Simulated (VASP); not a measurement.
# Mo3Se4 (R-3) in VASP: notebook

The runs below take Mo3Se4 through single point, with PBEsol.

All numbers are computed with VASP 6.6.1; they aren't measurements. Logs are shortened: lines on timing, memory, paths and dates and some standing lists are left out, and cuts for length are marked.

## Step 1: The cell of the first run

Symmetry: R-3, No. 148, trigonal system. The conventional cell has a = 9.368 Å, b = 9.368 Å, c = 11.070 Å, α = 90.00°, β = 90.00°, γ = 120.00°. Mo (site symmetry 1) has 5 Se at 2.51 to 2.57 Å and 5 Mo at 2.67 to 3.16 Å within 3.3 Å. Within 3.3 Å of Se (site symmetry 1) lie 4 Mo at 2.51 to 2.57 Å and 1 Se at 3.26 Å. Within 3.3 Å of Se (site symmetry 3) lie 3 Mo at 2.53 Å and 3 Se at 3.26 Å.

## Step 2: Single point, PBEsol (20.03 Å³/atom)

INCAR

```
SYSTEM = Mo3Se4
  PREC = Accurate
  ENCUT = 520
  EDIFF = 1E-6
  ISMEAR = 0
  SIGMA = 0.1
  LREAL = .FALSE.
  LASPH = .TRUE.
  NELM = 100
  ALGO = Normal
  ISIF = 2
  LWAVE = .FALSE.
  LCHARG = .FALSE.
  GGA = PS
  NBANDS = 79
```

KPOINTS

```
regular mesh
0
G
  6 6 6
  0 0 0
```

POSCAR

```
Mo3Se4
1.0
    4.6838949473      2.7042480087      3.6899803994
   -4.6838949473      2.7042480087      3.6899803994
    0.0000000000     -5.4084960174      3.6899803994
Mo Se
6 8
Direct
    0.2193505892      0.4139677918      0.5461714076
    0.5461714076      0.2193505892      0.4139677918
    0.4139677918      0.5461714076      0.2193505892
    0.7806494108      0.5860322082      0.4538285924
    0.4538285924      0.7806494108      0.5860322082
    0.5860322082      0.4538285924      0.7806494108
    0.3775726264      0.1272432102      0.7518717720
    0.7518717720      0.3775726264      0.1272432102
    0.1272432102      0.7518717720      0.3775726264
    0.6224273736      0.8727567898      0.2481282280
    0.2481282280      0.6224273736      0.8727567898
    0.8727567898      0.2481282280      0.6224273736
    0.2118105748      0.2118105748      0.2118105748
    0.7881894252      0.7881894252      0.7881894252
```

Potentials or basis: VASP PAW PBE potentials, release 64 (Mo_sv, Se).

The run is started by

```
$ cat potpaw_PBE.64/Mo_sv/POTCAR potpaw_PBE.64/Se/POTCAR > POTCAR
$ mpirun -np 1 vasp_std > vasp.out
```

OUTCAR:

```text
SYSTEM = Mo3Se4
   PREC = Accurate
   ENCUT = 520
   EDIFF = 1E-6
   ISMEAR = 0
   LREAL = .FALSE.
   LASPH = .TRUE.
   NELM = 100
   ISIF = 2
   GGA = PS

 ion  position               nearest neighbor table
   1  0.219  0.414  0.546-  11 2.51  13 2.53  12 2.56   7 2.56   9 2.57   2 2.67   3 2.67   6 2.82
                             5 2.82   4 3.16
   2  0.546  0.219  0.414-  12 2.51  13 2.53  10 2.56   8 2.56   7 2.57   1 2.67   3 2.67   6 2.82
                             4 2.82   5 3.16
   3  0.414  0.546  0.219-  10 2.51  13 2.53  11 2.56   9 2.56   8 2.57   2 2.67   1 2.67   4 2.82
                             5 2.82   6 3.16
   4  0.781  0.586  0.454-   8 2.51  14 2.53   9 2.56  10 2.56  12 2.57   5 2.67   6 2.67   3 2.82
                             2 2.82   1 3.16
   5  0.454  0.781  0.586-   9 2.51  14 2.53   7 2.56  11 2.56  10 2.57   4 2.67   6 2.67   3 2.82
                             1 2.82   2 3.16
   6  0.586  0.454  0.781-   7 2.51  14 2.53   8 2.56  12 2.56  11 2.57   5 2.67   4 2.67   1 2.82
                             2 2.82   3 3.16
   7  0.378  0.127  0.752-   6 2.51   5 2.56   1 2.56   2 2.57
   8  0.752  0.378  0.127-   4 2.51   6 2.56   2 2.56   3 2.57
   9  0.127  0.752  0.378-   5 2.51   4 2.56   3 2.56   1 2.57
  10  0.622  0.873  0.248-   3 2.51   2 2.56   4 2.56   5 2.57
  11  0.248  0.622  0.873-   1 2.51   3 2.56   5 2.56   6 2.57
  12  0.873  0.248  0.622-   2 2.51   1 2.56   6 2.56   4 2.57
  13  0.212  0.212  0.212-   2 2.53   1 2.53   3 2.53
  14  0.788  0.788  0.788-   5 2.53   4 2.53   6 2.53

  LATTYP: Found a trigonal (rhomboedric) cell.
 ALAT       =     6.5473494269
 COS(alpha) =    -0.0235598655

  Lattice vectors:

 A1 = (   4.6838949473,   2.7042480087,   3.6899803994)
 A2 = (  -4.6838949473,   2.7042480087,   3.6899803994)
 A3 = (   0.0000000000,  -5.4084960174,   3.6899803994)

Analysis of symmetry for initial positions (statically):
=====================================================================
 Subroutine PRICEL returns:
 Original cell was already a primitive cell.

 Routine SETGRP: Setting up the symmetry group for a
 trigonal (rhombohedral) supercell.

 Subroutine GETGRP returns: Found  6 space group operations
 (whereof  6 operations were pure point group operations)
 out of a pool of 12 trial point group operations.

The static configuration has the point symmetry S_6 .

Analysis of symmetry for dynamics (positions and initial velocities):
=====================================================================
 Subroutine PRICEL returns:
 Original cell was already a primitive cell.

 Routine SETGRP: Setting up the symmetry group for a
 trigonal (rhombohedral) supercell.

 Subroutine GETGRP returns: Found  6 space group operations
 (whereof  6 operations were pure point group operations)
 out of a pool of 12 trial point group operations.

The dynamic configuration has the point symmetry S_6 .

 Subroutine INISYM returns: Found  6 space group operations
 (whereof  6 operations are pure point group operations),
 and found     1 'primitive' translations

----------------------------------------------------------------------------------------

                                     Primitive cell

  volume of cell :     280.4329

  direct lattice vectors                    reciprocal lattice vectors
     4.683894947  2.704248009  3.689980399     0.106748765  0.061631428  0.090334717
    -4.683894947  2.704248009  3.689980399    -0.106748765  0.061631428  0.090334717
     0.000000000 -5.408496017  3.689980399     0.000000000 -0.123262856  0.090334717

  length of vectors
     6.547349427  6.547349427  6.547349427     0.152820459  0.152820459  0.152820459

  position of ions in fractional coordinates (direct lattice)
     0.219350589  0.413967792  0.546171408
     0.546171408  0.219350589  0.413967792
     0.413967792  0.546171408  0.219350589
     0.780649411  0.586032208  0.453828592
     0.453828592  0.780649411  0.586032208
     0.586032208  0.453828592  0.780649411
     0.377572626  0.127243210  0.751871772
     0.751871772  0.377572626  0.127243210
     0.127243210  0.751871772  0.377572626
     0.622427374  0.872756790  0.248128228
[... 34 lines left out ...]
    -0.017791461  0.010271905  0.015055786     0.000000000  0.166666667  0.000000000
     0.000000000 -0.020543809  0.015055786     0.000000000  0.000000000  0.166666667

  Length of vectors
     0.025470077  0.025470077  0.025470077

  Shift w.r.t. Gamma in fractional coordinates (k-lattice)
     0.000000000  0.000000000  0.000000000

 Subroutine IBZKPT returns following result:
 ===========================================

 Found     40 irreducible k-points:

 Following reciprocal coordinates:
            Coordinates               Weight
  0.000000  0.000000  0.000000      1.000000
  0.166667  0.000000  0.000000      6.000000
  0.333333  0.000000  0.000000      6.000000
  0.500000  0.000000  0.000000      3.000000
  0.166667  0.166667  0.000000      6.000000
  0.333333  0.166667  0.000000      6.000000
[... 16 lines left out ...]
  0.333333  0.333333  0.166667      6.000000
  0.500000  0.333333  0.166667      6.000000
 [... further k-points ...]
   k-points           NKPTS =     40   k-points in BZ     NKDIM =     40   number of bands    NBANDS=     79
   number of dos      NEDOS =    301   number of ions     NIONS =     14
   total plane-waves  NPLWV = 125000
   dimension x,y,z NGX =    50 NGY =   50 NGZ =   50
   dimension x,y,z NGXF=   100 NGYF=  100 NGZF=  100
   ions per type =               6   8
   NGX,Y,Z   is equivalent  to a cutoff of  12.70, 12.70, 12.70 a.u.
   NGXF,Y,Z  is equivalent  to a cutoff of  25.39, 25.39, 25.39 a.u.
 SYSTEM =  Mo3Se4
   PREC   = accura    normal or accurate (medium, high low for compatibility)
   ISTART =      0    job   : 0-new  1-cont  2-samecut
   ICHARG =      2    charge: 1-file 2-atom 10-const
   ISPIN  =      1    spin polarized calculation?
   LNONCOLLINEAR =      F non collinear calculations
   LSORBIT =      F    spin-orbit coupling
   LASPH  =      T    aspherical Exc in radial PAW
   ENCUT  =  520.0 eV  38.22 Ry    6.18 a.u.  12.17 12.17 12.17*2*pi/ulx,y,z
   NELM   =    100;   NELMIN=  2; NELMDL= -5     # of ELM steps
   EDIFF  = 0.1E-05   stopping-criterion for ELM
   LREAL  =      F    real-space projection
   EDIFFG = 0.1E-04   stopping-criterion for IOM
   NSW    =      0    number of steps for IOM
   IBRION =     -1    ionic relax: 0-MD 1-quasi-New 2-CG
   NFREE  =      0    steps in history (QN), initial steepest desc. (CG)
   ISIF   =      2    stress and relaxation
   ISYM   =      2    0-nonsym 1-usesym 2-fastsym
   POTIM  = 0.5000    time-step for ionic-motion
   TEBEG  =    0.0;   TEEND  =   0.0 temperature during run
   PSTRESS=    0.0 pullay stress
   NELECT =     132.0000    total number of electrons
   NUPDOWN=      -1.0000    fix difference up-down
   EMIN   =  10.00;   EMAX   =-10.00  energy-range for DOS
   EFERMI =   0.00;   METHOD = LEGACY
   ISMEAR =     0;   SIGMA  =   0.10  broadening in eV -4-tet -1-fermi 0-gaus
   EFERMI_NEDOS =   21; number of points for ismear=-14 and -15
   IALGO  =     38    algorithm
   IMIX   =      4    mixing-type and parameters
     AMIX     =   0.40;   BMIX     =  1.00
     AMIX_MAG =   1.60;   BMIX_MAG =  1.00
  volume/ion in A,a.u.               =      20.03       135.18
  Fermi-wavevector in a.u.,A,eV,Ry     =   1.273473  2.406515 22.065031  1.621734
  Thomas-Fermi vector in A             =   2.406295
   LORBIT       =      0    0 simple, 1 ext, 2 COOP (PROOUT), +10 PAW based schemes
   GGA     = PS    functional components
   LHFCALC =     F    Hartree Fock is set to
   AEXX    =    0.0000 exact exchange contribution
   IVDW    =     0    specifies the selected vdW correction
   LEPSILON=     F    determine dielectric tensor
   LRPA    =     F    only Hartree local field effects (RPA)
 non-spin polarized calculation
 Gauss-broadening in eV      SIGMA  =   0.10
  energy-cutoff  :      520.00
  volume of cell :      280.43
 maximum number of plane-waves:      7573
 NGX is ok and might be reduce to    50
   NGX = 25   NGY = 25   NGZ = 25

 number of electron     132.0000003 magnetization

 Free energy of the ion-electron system (eV)
  ---------------------------------------------------
  ext. energy  EPLUGINS =         0.00000000
  ---------------------------------------------------
  free energy    TOTEN  =      -109.11404526 eV

  energy without entropy =     -109.06283780  energy(sigma->0) =     -109.08844153

 E-fermi :   6.5159     XC(G=0): -10.9160

 val. band max:        6.5158656776   @ k =   0.5000   0.5000   0.0000
 cond. band min:       6.5171896792   @ k =   0.3333   0.1667   0.0000
 fundamental gap:      0.0013240015
 Fermi energy:         6.5159293115

 k-point     1 :       0.0000    0.0000    0.0000
  band No.  band energies     occupation
      1     -54.2027      2.00000
      2     -54.1111      2.00000
      3     -54.0595      2.00000
      4     -54.0595      2.00000
      5     -54.0294      2.00000
      6     -54.0294      2.00000
[... 1933 lines left out ...]
     77       9.3947      0.00000
     78       9.4115      0.00000

 [... further k-points ...]

 [bands above 78 left out]

------------------------ aborting loop because EDIFF is reached ----------------------------------------

  FORCE on cell =-STRESS in cart. coord.  units (eV):
  Direction    XX          YY          ZZ          XY          YZ          ZX
  --------------------------------------------------------------------------------------
  -------------------------------------------------------------------------------------
  Total        3.9813498      3.9813498      3.9722398     -0.0000019      0.0000000      0.0000000
  in kB       22.7463618     22.7463618     22.6943146     -0.0000108      0.0000000      0.0000000
  external PRESSURE =      22.7290127 kB  Pullay stress =       0.0000000 kB

 VOLUME and BASIS-vectors are now :
 -----------------------------------------------------------------------------
  energy-cutoff  :      520.00
  volume of cell :      280.43
      direct lattice vectors                 reciprocal lattice vectors
     4.683894947  2.704248009  3.689980399     0.106748765  0.061631428  0.090334717
    -4.683894947  2.704248009  3.689980399    -0.106748765  0.061631428  0.090334717
     0.000000000 -5.408496017  3.689980399     0.000000000 -0.123262856  0.090334717

 POSITION                                       TOTAL-FORCE (eV/Angst)
 -----------------------------------------------------------------------------------
     -0.91157     -1.24132      4.35229        -0.014402     -0.017248     -0.005310
      1.53079     -0.16878      4.35229         0.022138     -0.003848     -0.005310
     -0.61923      1.41010      4.35229        -0.007737      0.021096     -0.005310
      0.91157      1.24132      6.71765         0.014402      0.017248      0.005310
     -1.53079      0.16878      6.71765        -0.022138      0.003848      0.005310
      0.61923     -1.41010      6.71765         0.007737     -0.021096      0.005310
      1.17252     -2.70135      4.63715         0.002449     -0.036790     -0.004126
      1.75318      2.36610      4.63715         0.030636      0.020516     -0.004126
     -2.92569      0.33524      4.63715        -0.033085      0.016274     -0.004126
     -1.17252      2.70135      6.43279        -0.002449      0.036790      0.004126
     -1.75318     -2.36610      6.43279        -0.030636     -0.020516      0.004126
      2.92569     -0.33524      6.43279         0.033085     -0.016274      0.004126
      0.00000      0.00000      2.34473        -0.000000     -0.000000     -0.053598
      0.00000      0.00000      8.72521        -0.000000      0.000000      0.053598
 -----------------------------------------------------------------------------------
    total drift:                               -0.000000      0.000000     -0.000000

  FREE ENERGIE OF THE ION-ELECTRON SYSTEM (eV)
  ---------------------------------------------------
  free  energy   TOTEN  =      -109.1140452591 eV

  energy  without entropy=     -109.0628378019  energy(sigma->0) =     -109.08844153
```

It took 9.5 min on 1 thread of Intel Xeon 6975P-C (Granite Rapids), shared host; peak memory 0.73 GiB.

What came out:

- Free energy: -109.1140 eV
- Pressure: 2.3 GPa
- Largest force: 0.054 eV/Å
- Band gap on the k mesh: zero (bands 66 and 67 overlap by 0.18 eV)

Forces on the atoms (eV/Å):
```
Mo  -0.014 -0.017 -0.005
Mo   0.022 -0.004 -0.005
Mo  -0.008  0.021 -0.005
Mo   0.014  0.017  0.005
Mo  -0.022  0.004  0.005
Mo   0.008 -0.021  0.005
Se   0.002 -0.037 -0.004
Se   0.031  0.021 -0.004
Se  -0.033  0.016 -0.004
Se  -0.002  0.037  0.004
Se  -0.031 -0.021  0.004
Se   0.033 -0.016  0.004
Se   0.000  0.000 -0.054
Se   0.000  0.000  0.054
```

Caveat: the PAW data sets were made with another functional, which shifts forces and pressure a little.

[end of part 1 of 2]

The gap in the log of VASP goes by the Fermi energy; the results here count the filled bands.